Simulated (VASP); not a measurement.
# As (R-3m) in VASP: a series of runs

As is run at these levels: PBE+D3(BJ); tasks: relaxation of the atoms, relaxation of shape and atoms at fixed volume.

Everything below comes from runs of VASP 6.6.1. Logs are shortened: lines on timing, memory, paths and dates and some standing lists are left out, and cuts for length are marked.

**1. The cell of the first run**

It takes space group R-3m (No. 166, trigonal). Conventional cell: a = 3.762 Å, b = 3.762 Å, c = 10.542 Å, α = 90.00°, β = 90.00°, γ = 120.00°. As (site symmetry 3m) has 6 As at 2.51 to 3.14 Å within 3.3 Å.

**2. Relaxation of the atoms, PBE+D3(BJ)**

Input file INCAR:

```
SYSTEM = As
PREC     = Accurate       ! precision mode
ENCUT    = 520            ! plane-wave cutoff, eV
EDIFF    = 1E-6           ! SCF threshold, eV
ISMEAR   = 0              ! smearing method
SIGMA    = 0.1            ! smearing width, eV
LREAL    = .FALSE.        ! projectors in reciprocal space
LASPH    = .TRUE.         ! aspherical terms in the spheres
NELM     = 80             ! most SCF steps
ALGO     = Normal         ! electronic algorithm
ISIF     = 2              ! what is computed and relaxed
LWAVE    = .FALSE.        ! write WAVECAR
LCHARG   = .FALSE.        ! write CHGCAR
GGA      = PE             ! functional
IVDW     = 12             ! dispersion correction
IBRION   = 2              ! ionic algorithm
NSW      = 60             ! ionic steps
EDIFFG   = -0.01          ! ionic threshold
```

Input file KPOINTS:

```
regular mesh
0
G
  12 12 12
  0 0 0
```

Input file POSCAR:

```
As
1.0
    1.8807968987      1.0858785957      3.5140619945
   -1.8807968987      1.0858785957      3.5140619945
    0.0000000000     -2.1717571915      3.5140619945
As
2
Direct
    0.7740000000      0.7740000000      0.7740000000
    0.2260000000      0.2260000000      0.2260000000
```

Potentials or basis: VASP PAW PBE potentials, release 64 (As).

Run with:

```sh
$ cat potpaw_PBE.64/As/POTCAR > POTCAR
$ mpirun -np 1 vasp_std > vasp.out
```

OUTCAR:

```text
SYSTEM = As
   PREC = Accurate
   ENCUT = 520
   EDIFF = 1E-6
   ISMEAR = 0
   LREAL = .FALSE.
   LASPH = .TRUE.
   NELM = 80
   ISIF = 2
   GGA = PE
   IVDW = 12
   IBRION = 2
   NSW = 60
   EDIFFG = -0.01
 IVDW          = 12

 ion  position               nearest neighbor table
   1  0.774  0.774  0.774-   2 2.51   2 2.51   2 2.51
   2  0.226  0.226  0.226-   1 2.51   1 2.51   1 2.51

  LATTYP: Found a trigonal (rhomboedric) cell.
 ALAT       =     4.1310000000
 COS(alpha) =     0.5854247172

  Lattice vectors:

 A1 = (   1.8807968987,   1.0858785957,   3.5140619945)
 A2 = (  -1.8807968987,   1.0858785957,   3.5140619945)
 A3 = (   0.0000000000,  -2.1717571915,   3.5140619945)

Analysis of symmetry for initial positions (statically):
=====================================================================
 Subroutine PRICEL returns:
 Original cell was already a primitive cell.

 Routine SETGRP: Setting up the symmetry group for a
 trigonal (rhombohedral) supercell.

 Subroutine GETGRP returns: Found 12 space group operations
 (whereof 12 operations were pure point group operations)
 out of a pool of 12 trial point group operations.

The static configuration has the point symmetry D_3d.

Analysis of symmetry for dynamics (positions and initial velocities):
=====================================================================
 Subroutine PRICEL returns:
 Original cell was already a primitive cell.

 Routine SETGRP: Setting up the symmetry group for a
 trigonal (rhombohedral) supercell.

 Subroutine GETGRP returns: Found 12 space group operations
 (whereof 12 operations were pure point group operations)
 out of a pool of 12 trial point group operations.

The dynamic configuration has the point symmetry D_3d.

 Subroutine INISYM returns: Found 12 space group operations
 (whereof 12 operations are pure point group operations),
 and found     1 'primitive' translations

----------------------------------------------------------------------------------------

                                     Primitive cell

  volume of cell :      43.0610

  direct lattice vectors                    reciprocal lattice vectors
     1.880796899  1.085878596  3.514061995     0.265844760  0.153485544  0.094856987
    -1.880796899  1.085878596  3.514061995    -0.265844760  0.153485544  0.094856987
     0.000000000 -2.171757191  3.514061995     0.000000000 -0.306971087  0.094856987

  length of vectors
     4.131000000  4.131000000  4.131000000     0.321292852  0.321292852  0.321292852

  position of ions in fractional coordinates (direct lattice)
     0.774000000  0.774000000  0.774000000
     0.226000000  0.226000000  0.226000000

  ion indices of the primitive-cell ions
   primitive index   ion index
                 1           1
                 2           2

----------------------------------------------------------------------------------------

 KPOINTS: regular mesh

Automatic generation of k-mesh.
 Grid dimensions read from file:
 generate k-points for:   12   12   12

 Generating k-lattice:

  Cartesian coordinates                     Fractional coordinates (reciprocal lattice)
     0.022153730  0.012790462  0.007904749     0.083333333  0.000000000  0.000000000
    -0.022153730  0.012790462  0.007904749     0.000000000  0.083333333  0.000000000
     0.000000000 -0.025580924  0.007904749     0.000000000  0.000000000  0.083333333

  Length of vectors
     0.026774404  0.026774404  0.026774404

  Shift w.r.t. Gamma in fractional coordinates (k-lattice)
     0.000000000  0.000000000  0.000000000

 Subroutine IBZKPT returns following result:
 ===========================================

 Found    189 irreducible k-points:

 Following reciprocal coordinates:
            Coordinates               Weight
  0.000000  0.000000  0.000000      1.000000
  0.083333  0.000000  0.000000      6.000000
  0.166667 -0.000000 -0.000000      6.000000
  0.250000  0.000000  0.000000      6.000000
  0.333333 -0.000000 -0.000000      6.000000
  0.416667 -0.000000 -0.000000      6.000000
[... 16 lines left out ...]
  0.500000  0.166667  0.000000     12.000000
 -0.416667  0.166667  0.000000     12.000000
 [... further k-points ...]
   k-points           NKPTS =    189   k-points in BZ     NKDIM =    189   number of bands    NBANDS=      9
   number of dos      NEDOS =    301   number of ions     NIONS =      2
   total plane-waves  NPLWV =  32768
   dimension x,y,z NGX =    32 NGY =   32 NGZ =   32
   dimension x,y,z NGXF=    64 NGYF=   64 NGZF=   64
   ions per type =               2
   NGX,Y,Z   is equivalent  to a cutoff of  12.88, 12.88, 12.88 a.u.
   NGXF,Y,Z  is equivalent  to a cutoff of  25.76, 25.76, 25.76 a.u.
 SYSTEM =  As
   PREC   = accura    normal or accurate (medium, high low for compatibility)
   ISTART =      0    job   : 0-new  1-cont  2-samecut
   ICHARG =      2    charge: 1-file 2-atom 10-const
   ISPIN  =      1    spin polarized calculation?
   LNONCOLLINEAR =      F non collinear calculations
   LSORBIT =      F    spin-orbit coupling
   LASPH  =      T    aspherical Exc in radial PAW
   ENCUT  =  520.0 eV  38.22 Ry    6.18 a.u.   7.68  7.68  7.68*2*pi/ulx,y,z
   NELM   =     80;   NELMIN=  2; NELMDL= -5     # of ELM steps
   EDIFF  = 0.1E-05   stopping-criterion for ELM
   LREAL  =      F    real-space projection
   EDIFFG = -.1E-01   stopping-criterion for IOM
   NSW    =     60    number of steps for IOM
   IBRION =      2    ionic relax: 0-MD 1-quasi-New 2-CG
   NFREE  =      1    steps in history (QN), initial steepest desc. (CG)
   ISIF   =      2    stress and relaxation
   ISYM   =      2    0-nonsym 1-usesym 2-fastsym
   POTIM  = 0.5000    time-step for ionic-motion
   TEBEG  =    0.0;   TEEND  =   0.0 temperature during run
   PSTRESS=    0.0 pullay stress
   NELECT =      10.0000    total number of electrons
   NUPDOWN=      -1.0000    fix difference up-down
   EMIN   =  10.00;   EMAX   =-10.00  energy-range for DOS
   EFERMI =   0.00;   METHOD = LEGACY
   ISMEAR =     0;   SIGMA  =   0.10  broadening in eV -4-tet -1-fermi 0-gaus
   EFERMI_NEDOS =   21; number of points for ismear=-14 and -15
   IALGO  =     38    algorithm
   IMIX   =      4    mixing-type and parameters
     AMIX     =   0.40;   BMIX     =  1.00
     AMIX_MAG =   1.60;   BMIX_MAG =  1.00
  volume/ion in A,a.u.               =      21.53       145.29
  Fermi-wavevector in a.u.,A,eV,Ry     =   1.006268  1.901570 13.776916  1.012575
  Thomas-Fermi vector in A             =   2.138999
   LORBIT       =      0    0 simple, 1 ext, 2 COOP (PROOUT), +10 PAW based schemes
   GGA     = PE    functional components
   LHFCALC =     F    Hartree Fock is set to
   AEXX    =    0.0000 exact exchange contribution
   IVDW    =    12    specifies the selected vdW correction
   LEPSILON=     F    determine dielectric tensor
   LRPA    =     F    only Hartree local field effects (RPA)
 conjugate gradient relaxation of ions
 non-spin polarized calculation
 Gauss-broadening in eV      SIGMA  =   0.10
  energy-cutoff  :      520.00
  volume of cell :       43.06
 maximum number of plane-waves:      1172
   NGX = 15   NGY = 15   NGZ = 15

--------------------------------------- Ionic step        1  -------------------------------------------

 number of electron      10.0000000 magnetization

 Free energy of the ion-electron system (eV)
  ---------------------------------------------------
  ext. energy  EPLUGINS =         0.00000000
  ---------------------------------------------------
  free energy    TOTEN  =        -9.31388583 eV

  energy without entropy =       -9.31284183  energy(sigma->0) =       -9.31336383

------------------------ aborting loop because EDIFF is reached ----------------------------------------

 Edisp (eV)   -0.83946

 E8    (eV) :    -0.3557

  FORCE on cell =-STRESS in cart. coord.  units (eV):
  Direction    XX          YY          ZZ          XY          YZ          ZX
  --------------------------------------------------------------------------------------
  -------------------------------------------------------------------------------------
  Total       0.32317     0.32317     0.07107     0.00000    -0.00000     0.00000
  in kB      12.02439    12.02439     2.64428     0.00000    -0.00000     0.00000
  external pressure =        8.90 kB  Pullay stress =        0.00 kB
[... 61 lines left out ...]
  energy  without entropy=      -10.1656471362  energy(sigma->0) =      -10.16609501

--------------------------------------- Ionic step        3  -------------------------------------------

 number of electron       9.9999999 magnetization

 Free energy of the ion-electron system (eV)
  ---------------------------------------------------
  ext. energy  EPLUGINS =         0.00000000
  ---------------------------------------------------
  free energy    TOTEN  =        -9.32742097 eV

  energy without entropy =       -9.32652831  energy(sigma->0) =       -9.32697464

 E-fermi :   5.5057     XC(G=0):  -9.9793

 val. band max:        5.4564066747   @ k =   0.3333   0.1667   0.1667
 cond. band min:       5.5070691944   @ k =   0.4167   0.2500   0.2500
 fundamental gap:      0.0506625197
 Fermi energy:         5.5057186246

 k-point     1 :       0.0000    0.0000    0.0000
  band No.  band energies     occupation
      1      -9.5189      2.00000
      2      -0.3985      2.00000
      3       2.8307      2.00000
      4       3.5458      2.00000
      5       3.5458      2.00000
      6       7.3439      0.00000
      7       8.4311      0.00000
      8       8.4311      0.00000
      9      12.2465      0.00000
[... 265 lines left out ...]
 k-point    24 :      -0.4167    0.1667    0.0000
  band No.  band energies     occupation
      1      -6.5351      2.00000
      2      -5.5124      2.00000
      3       0.9514      2.00000
      4       2.4332      2.00000
      5       3.5141      2.00000
      6       6.4319      0.00000
      7       6.9178      0.00000
      8       8.9210      0.00000
      9      13.3014      0.00000

 [... further k-points ...]

------------------------ aborting loop because EDIFF is reached ----------------------------------------

 Edisp (eV)   -0.83939

 E8    (eV) :    -0.3556

  FORCE on cell =-STRESS in cart. coord.  units (eV):
  Direction    XX          YY          ZZ          XY          YZ          ZX
  --------------------------------------------------------------------------------------
  -------------------------------------------------------------------------------------
  Total       0.01171     0.01171    -0.45227     0.00000     0.00000     0.00000
  in kB       0.43570     0.43570   -16.82781     0.00000     0.00000     0.00000
  external pressure =       -5.32 kB  Pullay stress =        0.00 kB
[... 17 lines left out ...]
  FREE ENERGIE OF THE ION-ELECTRON SYSTEM (eV)
  ---------------------------------------------------
  free  energy   TOTEN  =       -10.1668078831 eV

  energy  without entropy=      -10.1659152200  energy(sigma->0) =      -10.16636155

 reached required accuracy - stopping structural energy minimisation
```

It took 2.7 min on 1 thread of AMD EPYC 7R43 (Zen 3), shared host; peak memory 0.2 GiB.

What came out:

| Property | Result |
| --- | --- |
| Free energy | -10.1668 eV |
| Energy gained by relaxing | 6.7 meV/atom |
| Ionic steps | 3 |
| Pressure after relaxing | -0.5 GPa |
| Band gap on the k mesh | zero (band 5 reaches 5.57 eV, above the bottom of band 6 at 5.17 eV) |
| Dispersion energy per atom | -0.420 eV |

The path:
| step | energy change (eV) | largest force (eV/Å) | pressure (GPa) |
| --- | --- | --- | --- |
| 1 | 0.0000 | 0.4926 | 0.89 |
| 2 | -0.0132 | 0.0679 | -0.33 |
| 3 | -0.0135 | 0.0004 | -0.53 |

Final structure:
```cif
data_structure
_symmetry_space_group_name_H-M 'P 1'
_symmetry_Int_Tables_number 1
_cell_length_a 4.1310
_cell_length_b 4.1310
_cell_length_c 4.1310
_cell_angle_alpha 54.167
_cell_angle_beta 54.167
_cell_angle_gamma 54.167
_cell_volume 43.06
loop_
_atom_site_label
_atom_site_type_symbol
_atom_site_fract_x
_atom_site_fract_y
_atom_site_fract_z
_atom_site_occupancy
As1 As 0.77137 0.77137 0.77137 1
As2 As 0.22863 0.22863 0.22863 1
```

Caveat: pairwise dispersion overbinds metals, which lowers pressure and volume.

**3. Relaxation of shape and atoms at fixed volume, PBE+D3(BJ) (volume scaled by 0.91)**

Input file INCAR:

```
SYSTEM = As
  ALGO = Normal
  EDIFF = 1E-6
  EDIFFG = -0.01
  ENCUT = 600
  GGA = PE
  IBRION = 2
  ISIF = 4
  ISMEAR = 0
  IVDW = 12
  LASPH = .TRUE.
  LCHARG = .FALSE.
  LREAL = .FALSE.
  LWAVE = .FALSE.
  NELM = 100
  NSW = 50
  PREC = Accurate
  SIGMA = 0.1
```

Input file KPOINTS:

```
k-points
0
G
  12 12 12
  0 0 0
```

Input file POSCAR:

```
As
1.0
    1.8515369298      1.0689853448      3.1988803155
   -1.8515369298      1.0689853448      3.1988803155
    0.0000000000     -2.1379706896      3.1988803155
As
2
Direct
    0.7669041935      0.7669041935      0.7669041935
    0.2330958065      0.2330958065      0.2330958065
```

Potentials or basis: VASP PAW PBE potentials, release 64 (As).

Run with:

```sh
$ cat potpaw_PBE.64/As/POTCAR > POTCAR
$ mpirun -np 1 vasp_std > vasp.out
```

Wall time 4.8 min (1 thread of AMD EPYC 7R13, shared host); peak memory 0.21 GiB.

It converged, with:

* Free energy: -10.1067 eV
* Energy gained by relaxing: 2.4 meV/atom
* Ionic steps: 5
* Pressure after relaxing: 6.7 GPa
* Band gap on the k mesh: zero (band 5 reaches 7.10 eV, above the bottom of band 6 at 6.67 eV)
* Dispersion energy per atom: -0.477 eV

Step by step:
| step | energy change (eV) | largest force (eV/Å) | pressure (GPa) | volume (Å³) |
| --- | --- | --- | --- | --- |
| 1 | 0.0000 | 0.2471 | 7.70 | 37.99 |
| 2 | -0.0041 | 0.0661 | 7.05 | 37.99 |
| 3 | -0.0045 | 0.0184 | 6.74 | 37.99 |
| 4 | -0.0048 | 0.0083 | 6.70 | 37.99 |
| 5 | -0.0049 | 0.0015 | 6.67 | 37.99 |

Final structure:
```
As
1.0
     1.85935    1.07350    3.17205
    -1.85935    1.07350    3.17205
     0.00000   -2.14699    3.17205
As
2
Direct
  0.76505 0.76505 0.76505
  0.23495 0.23495 0.23495
```

Levels at points of the mesh, in eV from the Fermi level:
| k point | band 3 | band 4 | band 5 | band 6 | band 7 | band 8 |
| --- | --- | --- | --- | --- | --- | --- |
| (0.00, 0.00, 0.00) | -2.41 | -2.26 | -2.26 | 2.78 | 3.57 | 3.57 |
| (0.50, 0.00, 0.00) | -2.40 | -2.11 | -0.42 | -0.13 | 0.33 | 0.36 |
| (0.50, 0.50, 0.00) | -7.09 | -4.81 | -4.78 | 1.54 | 6.43 | 7.01 |
| (0.50, 0.50, 0.50) | -1.75 | -1.75 | -0.42 | -0.12 | -0.12 | 1.39 |

Caveat: the cell differs from its parent crystal (volume scaled by 0.91); pairwise dispersion overbinds metals, which lowers pressure and volume.

**4. Relaxation of shape and atoms at fixed volume, PBE+D3(BJ) (volume scaled by 0.94)**

Input file INCAR:

```
SYSTEM = As
ALGO = Normal
EDIFF = 1E-6
EDIFFG = -0.01
ENCUT = 600
GGA = PE
IBRION = 2
ISIF = 4
ISMEAR = 0
IVDW = 12
LASPH = .TRUE.
LCHARG = .FALSE.
LREAL = .FALSE.
LWAVE = .FALSE.
NELM = 80
NSW = 50
PREC = Accurate
SIGMA = 0.1
```

KPOINTS is that of step 3.

Input file POSCAR:

```
As
1.0
    1.8634604498      1.0758693923      3.2621869850
   -1.8634604498      1.0758693923      3.2621869850
    0.0000000000     -2.1517387847      3.2621869850
As
2
Direct
    0.7683126682      0.7683126682      0.7683126682
    0.2316873318      0.2316873318      0.2316873318
```

Run with:

```sh
$ cat potpaw_PBE.64/As/POTCAR > POTCAR
$ mpirun -np 1 vasp_std > vasp.out
```

Run time: 5.5 min. Hardware: 1 thread of AMD EPYC 7R13, shared host; peak memory 0.22 GiB.

The run converged. Its results:

| Quantity | Value |
| --- | --- |
| Free energy | -10.1482 eV |
| Energy gained by relaxing | 2.5 meV/atom |
| Ionic steps | 5 |
| Pressure after relaxing | 4.0 GPa |
| Band gap on the k mesh | zero (band 5 reaches 6.64 eV, above the bottom of band 6 at 6.22 eV) |
| Dispersion energy per atom | -0.462 eV |

Step by step:
```tsv
step	energy change (eV)	largest force (eV/Å)	pressure (GPa)	volume (Å³)
1	0.0000	0.2456	5.08	39.24
2	-0.0041	0.0637	4.43	39.24
3	-0.0046	0.0231	4.11	39.24
4	-0.0050	0.0100	4.05	39.24
5	-0.0051	0.0019	4.01	39.24
```

Final structure:
```xyz
2
Lattice="1.8725 1.0811 3.2306 -1.8725 1.0811 3.2306 0.0000 -2.1622 3.2306" Properties=species:S:1:pos:R:3 pbc="T T T"
As    0.0000    0.0000    7.4287
As    0.0000    0.0000    2.2632
```

Levels at points of the mesh, in eV from the Fermi level:
| k point | band 1 | band 2 | band 3 | band 4 | band 5 | band 6 | band 7 | band 8 | band 9 |
| --- | --- | --- | --- | --- | --- | --- | --- | --- | --- |
| (0.00, 0.00, 0.00) | -15.61 | -5.17 | -2.42 | -2.22 | -2.22 | 2.54 | 3.40 | 3.40 | 6.18 |
| (0.50, 0.00, 0.00) | -12.53 | -11.68 | -2.48 | -2.21 | -0.37 | -0.23 | 0.29 | 0.48 | 9.92 |
| (0.50, 0.50, 0.00) | -12.46 | -9.47 | -6.86 | -4.68 | -4.63 | 1.56 | 6.15 | 6.86 | 8.38 |
| (0.50, 0.50, 0.50) | -13.50 | -10.90 | -1.77 | -1.77 | -0.53 | 0.01 | 0.01 | 1.41 | 9.04 |

Caveat: the cell differs from its parent crystal (volume scaled by 0.94); pairwise dispersion overbinds metals, which lowers pressure and volume.

[end of part 1 of 2]
